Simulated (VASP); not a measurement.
# Pd (Fm-3m) in VASP: notebook, part 3 of 4

VASP 6.6.1. Earlier steps stand in the parts before.

## 5. Electric field gradients, PBE (volume scaled by 1.02)

INCAR reads:

```
SYSTEM = Pd
  PREC = Accurate
  ENCUT = 520
  EDIFF = 1E-8
  ISMEAR = -1
  SIGMA = 0.05
  LREAL = .FALSE.
  LASPH = .TRUE.
  NELM = 80
  ALGO = Normal
  ISIF = 2
  LWAVE = .FALSE.
  LCHARG = .FALSE.
  GGA = PE
  LEFG = .TRUE.
  NBANDS = 11
```

KPOINTS reads:

```
Automatic mesh
0
G
  18 18 18
  0 0 0
```

POSCAR reads:

```
Pd
1.0
    0.0000000000      1.9577805078      1.9577805078
    1.9577805078      0.0000000000      1.9577805078
    1.9577805078      1.9577805078      0.0000000000
Pd
1
Direct
    0.0000000000      0.0000000000      0.0000000000
```

Potentials or basis: VASP PAW PBE potentials, release 64 (Pd).

On the command line:

```sh
$ cat potpaw_PBE.64/Pd/POTCAR > POTCAR
$ mpirun -np 1 vasp_std > vasp.out
```

OUTCAR:

```text
SYSTEM = Pd
   PREC = Accurate
   ENCUT = 520
   EDIFF = 1E-8
   ISMEAR = -1
   LREAL = .FALSE.
   LASPH = .TRUE.
   NELM = 80
   ISIF = 2
   GGA = PE

 ion  position               nearest neighbor table
   1  0.000  0.000  0.000-

  LATTYP: Found a face centered cubic cell.
 ALAT       =     3.9155610156

  Lattice vectors:

 A1 = (   0.0000000000,   1.9577805078,   1.9577805078)
 A2 = (   1.9577805078,   0.0000000000,   1.9577805078)
 A3 = (   1.9577805078,   1.9577805078,   0.0000000000)

Analysis of symmetry for initial positions (statically):
=====================================================================
 Subroutine PRICEL returns:
 Original cell was already a primitive cell.

 Routine SETGRP: Setting up the symmetry group for a
 face centered cubic supercell.

 Subroutine GETGRP returns: Found 48 space group operations
 (whereof 48 operations were pure point group operations)
 out of a pool of 48 trial point group operations.

The static configuration has the point symmetry O_h .

Analysis of symmetry for dynamics (positions and initial velocities):
=====================================================================
 Subroutine PRICEL returns:
 Original cell was already a primitive cell.

 Routine SETGRP: Setting up the symmetry group for a
 face centered cubic supercell.

 Subroutine GETGRP returns: Found 48 space group operations
 (whereof 48 operations were pure point group operations)
 out of a pool of 48 trial point group operations.

The dynamic configuration has the point symmetry O_h .

 Subroutine INISYM returns: Found 48 space group operations
 (whereof 48 operations are pure point group operations),
 and found     1 'primitive' translations

----------------------------------------------------------------------------------------

                                     Primitive cell

  volume of cell :      15.0080

  direct lattice vectors                    reciprocal lattice vectors
     0.000000000  1.957780508  1.957780508    -0.255391244  0.255391244  0.255391244
     1.957780508  0.000000000  1.957780508     0.255391244 -0.255391244  0.255391244
     1.957780508  1.957780508  0.000000000     0.255391244  0.255391244 -0.255391244

  length of vectors
     2.768719746  2.768719746  2.768719746     0.442350611  0.442350611  0.442350611

  position of ions in fractional coordinates (direct lattice)
     0.000000000  0.000000000  0.000000000

  ion indices of the primitive-cell ions
   primitive index   ion index
                 1           1

----------------------------------------------------------------------------------------

 KPOINTS: Automatic mesh

Automatic generation of k-mesh.
 Grid dimensions read from file:
 generate k-points for:   18   18   18

 Generating k-lattice:

[... 69 lines left out ...]
   POTIM  = 0.5000    time-step for ionic-motion
   TEBEG  =    0.0;   TEEND  =   0.0 temperature during run
   PSTRESS=    0.0 pullay stress
   NELECT =      10.0000    total number of electrons
   NUPDOWN=      -1.0000    fix difference up-down
   EMIN   =  10.00;   EMAX   =-10.00  energy-range for DOS
   EFERMI =   0.00;   METHOD = LEGACY
   ISMEAR =    -1;   SIGMA  =   0.05  broadening in eV -4-tet -1-fermi 0-gaus
   EFERMI_NEDOS =   21; number of points for ismear=-14 and -15
   IALGO  =     38    algorithm
   IMIX   =      4    mixing-type and parameters
     AMIX     =   0.40;   BMIX     =  1.00
     AMIX_MAG =   1.60;   BMIX_MAG =  1.00
  volume/ion in A,a.u.               =      15.01       101.28
  Fermi-wavevector in a.u.,A,eV,Ry     =   1.429884  2.702089 27.818043  2.044568
  Thomas-Fermi vector in A             =   2.549789
   LORBIT       =      0    0 simple, 1 ext, 2 COOP (PROOUT), +10 PAW based schemes
   GGA     = PE    functional components
   LHFCALC =     F    Hartree Fock is set to
   AEXX    =    0.0000 exact exchange contribution
   IVDW    =     0    specifies the selected vdW correction
   LEPSILON=     F    determine dielectric tensor
   LRPA    =     F    only Hartree local field effects (RPA)
 non-spin polarized calculation
  energy-cutoff  :      520.00
  volume of cell :       15.01
 maximum number of plane-waves:       419
 NGX is ok and might be reduce to    24
   NGX = 11   NGY = 11   NGZ = 11

 number of electron      10.0000000 magnetization

 number of electron       9.9999999 magnetization

 Free energy of the ion-electron system (eV)
  ---------------------------------------------------
  ext. energy  EPLUGINS =         0.00000000
  ---------------------------------------------------
  free energy    TOTEN  =        -5.22661853 eV

  energy without entropy =       -5.20809915  energy(sigma->0) =       -5.21735884

 E-fermi :   9.4924     XC(G=0): -13.0771

 val. band max:        9.4881428921   @ k =  -0.4444   0.3889   0.1111
 cond. band min:       9.4959467242   @ k =  -0.3889   0.3889   0.0556
 fundamental gap:      0.0078038320
 Fermi energy:         9.4924181893

 k-point     1 :       0.0000    0.0000    0.0000
  band No.  band energies     occupation
      1       2.4869      2.00000
      2       6.7312      2.00000
      3       6.7312      2.00000
      4       6.7312      2.00000
      5       8.2963      2.00000
      6       8.2963      2.00000
      7      26.6762      0.00000
      8      31.3546      0.00000
      9      31.3546      0.00000
     10      31.3546      0.00000
     11      35.7688      0.00000
[... 309 lines left out ...]
 k-point    24 :      -0.2222    0.0556    0.0000
  band No.  band energies     occupation
      1       4.1795      2.00000
      2       6.5183      2.00000
      3       7.0481      2.00000
      4       7.0807      2.00000
      5       8.1824      2.00000
      6       8.6935      2.00000
      7      24.2793      0.00000
      8      27.6746      0.00000
      9      31.4945      0.00000
     10      33.9134      0.00000
     11      34.2676      0.00000

 [... further k-points ...]

------------------------ aborting loop because EDIFF is reached ----------------------------------------

  FORCE on cell =-STRESS in cart. coord.  units (eV):
  Direction    XX          YY          ZZ          XY          YZ          ZX
  --------------------------------------------------------------------------------------
  -------------------------------------------------------------------------------------
  Total        0.3141372      0.3141372      0.3141372      0.0000000      0.0000000      0.0000000
  in kB       33.5357397     33.5357397     33.5357397      0.0000000      0.0000000      0.0000000
  external PRESSURE =      33.5357397 kB  Pullay stress =       0.0000000 kB

 VOLUME and BASIS-vectors are now :
 -----------------------------------------------------------------------------
  energy-cutoff  :      520.00
  volume of cell :       15.01
      direct lattice vectors                 reciprocal lattice vectors
     0.000000000  1.957780508  1.957780508    -0.255391244  0.255391244  0.255391244
     1.957780508  0.000000000  1.957780508     0.255391244 -0.255391244  0.255391244
     1.957780508  1.957780508  0.000000000     0.255391244  0.255391244 -0.255391244

 POSITION                                       TOTAL-FORCE (eV/Angst)
 -----------------------------------------------------------------------------------
      0.00000      0.00000      0.00000         0.000000      0.000000      0.000000
 -----------------------------------------------------------------------------------
    total drift:                               -0.000000      0.000000      0.000000

  FREE ENERGIE OF THE ION-ELECTRON SYSTEM (eV)
  ---------------------------------------------------
  free  energy   TOTEN  =        -5.2266185334 eV

  energy  without entropy=       -5.2080991513  energy(sigma->0) =       -5.21735884

 Electric field gradients (V/A^2)
---------------------------------------------------------------------
 ion       V_xx      V_yy      V_zz      V_xy      V_xz      V_yz
---------------------------------------------------------------------
   1      -0.000     0.000    -0.000    -0.000    -0.000    -0.000
---------------------------------------------------------------------

 Electric field gradients after diagonalization (V/A^2)
 (convention: |V_zz| > |V_xx| > |V_yy|)
----------------------------------------------------------------------
 ion       V_xx      V_yy      V_zz     asymmetry (V_yy - V_xx)/ V_zz
----------------------------------------------------------------------
   1       0.000     0.000    -0.001       0.000
----------------------------------------------------------------------

           NMR quadrupolar parameters

 Cq : quadrupolar parameter    Cq=e*Q*V_zz/h
 eta: asymmetry parameters     (V_yy - V_xx)/ V_zz
 Q  : nuclear electric quadrupole moment in mb (millibarn)
----------------------------------------------------------------------
 ion       Cq(MHz)       eta       Q (mb)
----------------------------------------------------------------------
   1      -0.000       0.000       1.000
----------------------------------------------------------------------
```

OSZICAR:

```text
N       E                     dE             d eps       ncg     rms          rms(c)
DAV:   1     0.427544676285E+02    0.42754E+02   -0.50986E+03  4314   0.847E+02
DAV:   2    -0.495802863956E+01   -0.47712E+02   -0.46019E+02  4822   0.183E+02
DAV:   3    -0.549892564685E+01   -0.54090E+00   -0.53882E+00  5124   0.210E+01
DAV:   4    -0.550141909161E+01   -0.24934E-02   -0.24931E-02  5106   0.149E+00
DAV:   5    -0.550144768021E+01   -0.28589E-04   -0.28588E-04  5635   0.144E-01    0.738E+00
DAV:   6    -0.523928349607E+01    0.26216E+00   -0.10978E+00  5250   0.848E+00    0.361E+00
DAV:   7    -0.523007611971E+01    0.92074E-02   -0.17856E-02  5562   0.900E-01    0.190E+00
DAV:   8    -0.522662722935E+01    0.34489E-02   -0.11266E-03  5286   0.277E-01    0.767E-02
DAV:   9    -0.522661468090E+01    0.12548E-04   -0.80707E-05  5479   0.761E-02    0.225E-02
DAV:  10    -0.522661918350E+01   -0.45026E-05   -0.57468E-06  5252   0.216E-02    0.689E-03
DAV:  11    -0.522661854067E+01    0.64283E-06   -0.69420E-08  5690   0.270E-03    0.416E-04
DAV:  12    -0.522661853335E+01    0.73177E-08   -0.25727E-09  3925   0.451E-04
   1 F= -.52266185E+01 E0= -.52173588E+01  d E =-.185194E-01
```

Wall time 1.7 min (1 thread of AMD EPYC 7R13, shared host); peak memory 0.13 GiB.

What came out:

```
Free energy            : -5.2266 eV
Pressure               : 3.4 GPa
Band gap on the k mesh : zero (band 5 reaches 9.77 eV, above the bottom of band 6 at 8.23 eV)
```

Caveat: without QUAD_EFG the Cq values of the log hold for a quadrupole moment of 1 mb, not for the nuclei.

## 6. Electric field gradients, PBE (volume scaled by 1.04)

INCAR reads:

```
SYSTEM = Pd
PREC = Accurate
ENCUT = 520
EDIFF = 1E-8
ISMEAR = -1
SIGMA = 0.05
LREAL = .False.
LASPH = .True.
NELM = 60
ALGO = Normal
ISIF = 2
LWAVE = .False.
LCHARG = .False.
GGA = PE
LEFG = .True.
NBANDS = 11
```

KPOINTS reads:

```
regular mesh
0
Gamma
  18 18 18
  0 0 0
```

POSCAR reads:

```
Pd
1.0
    0.0000000000      1.9704937245      1.9704937245
    1.9704937245      0.0000000000      1.9704937245
    1.9704937245      1.9704937245      0.0000000000
Pd
1
Direct
    0.0000000000      0.0000000000      0.0000000000
```

Potentials or basis: VASP PAW PBE potentials, release 64 (Pd).

On the command line:

```sh
$ cat potpaw_PBE.64/Pd/POTCAR > POTCAR
$ mpirun -np 1 vasp_std > vasp.out
```

OUTCAR:

```text
SYSTEM = Pd
   PREC = Accurate
   ENCUT = 520
   EDIFF = 1E-8
   ISMEAR = -1
   LREAL = .False.
   LASPH = .True.
   NELM = 60
   ISIF = 2
   GGA = PE

 ion  position               nearest neighbor table
   1  0.000  0.000  0.000-

  LATTYP: Found a face centered cubic cell.
 ALAT       =     3.9409874490

  Lattice vectors:

 A1 = (   0.0000000000,   1.9704937245,   1.9704937245)
 A2 = (   1.9704937245,   0.0000000000,   1.9704937245)
 A3 = (   1.9704937245,   1.9704937245,   0.0000000000)

Analysis of symmetry for initial positions (statically):
=====================================================================
 Subroutine PRICEL returns:
 Original cell was already a primitive cell.

 Routine SETGRP: Setting up the symmetry group for a
 face centered cubic supercell.

[... 517 lines left out ...]
  external PRESSURE =      -0.8843788 kB  Pullay stress =       0.0000000 kB

 VOLUME and BASIS-vectors are now :
 -----------------------------------------------------------------------------
  energy-cutoff  :      520.00
  volume of cell :       15.30
      direct lattice vectors                 reciprocal lattice vectors
     0.000000000  1.970493725  1.970493725    -0.253743513  0.253743513  0.253743513
     1.970493725  0.000000000  1.970493725     0.253743513 -0.253743513  0.253743513
     1.970493725  1.970493725  0.000000000     0.253743513  0.253743513 -0.253743513

 POSITION                                       TOTAL-FORCE (eV/Angst)
 -----------------------------------------------------------------------------------
      0.00000      0.00000      0.00000         0.000000      0.000000      0.000000
 -----------------------------------------------------------------------------------
    total drift:                               -0.000000     -0.000000     -0.000000

  FREE ENERGIE OF THE ION-ELECTRON SYSTEM (eV)
  ---------------------------------------------------
  free  energy   TOTEN  =        -5.2297191152 eV

  energy  without entropy=       -5.2107228479  energy(sigma->0) =       -5.22022098

 Electric field gradients (V/A^2)
---------------------------------------------------------------------
 ion       V_xx      V_yy      V_zz      V_xy      V_xz      V_yz
---------------------------------------------------------------------
   1       0.000     0.000     0.000    -0.000    -0.000    -0.000
---------------------------------------------------------------------

 Electric field gradients after diagonalization (V/A^2)
 (convention: |V_zz| > |V_xx| > |V_yy|)
----------------------------------------------------------------------
 ion       V_xx      V_yy      V_zz     asymmetry (V_yy - V_xx)/ V_zz
----------------------------------------------------------------------
   1       0.000     0.000    -0.000       0.000
----------------------------------------------------------------------

           NMR quadrupolar parameters

 Cq : quadrupolar parameter    Cq=e*Q*V_zz/h
 eta: asymmetry parameters     (V_yy - V_xx)/ V_zz
 Q  : nuclear electric quadrupole moment in mb (millibarn)
----------------------------------------------------------------------
 ion       Cq(MHz)       eta       Q (mb)
----------------------------------------------------------------------
   1      -0.000       0.000       1.000
----------------------------------------------------------------------
```

It took 98 s on 1 thread of AMD EPYC 7R13, shared host; peak memory 0.13 GiB.

What came out:

```
Free energy            : -5.2297 eV
Pressure               : -0.1 GPa
Band gap on the k mesh : zero (band 5 reaches 9.44 eV, above the bottom of band 6 at 7.96 eV)
```

Levels at points of the mesh, in eV from the Fermi level:
| k point | band 1 | band 2 | band 3 | band 4 | band 5 | band 6 | band 7 | band 8 | band 9 | band 10 |
| --- | --- | --- | --- | --- | --- | --- | --- | --- | --- | --- |
| (0.00, 0.00, 0.00) | -6.86 | -2.68 | -2.68 | -2.68 | -1.16 | -1.16 | 17.17 | 21.74 | 21.74 | 21.74 |
| (0.50, 0.00, 0.00) | -5.01 | -2.72 | -2.72 | -0.03 | -0.03 | 1.10 | 7.03 | 16.52 | 20.75 | 20.75 |
| (0.50, 0.50, 0.00) | -5.09 | -4.81 | -0.06 | 0.27 | 0.27 | 3.35 | 10.40 | 13.01 | 13.01 | 21.04 |

Caveat: without QUAD_EFG the Cq values of the log hold for a quadrupole moment of 1 mb, not for the nuclei.

[end of part 3 of 4]
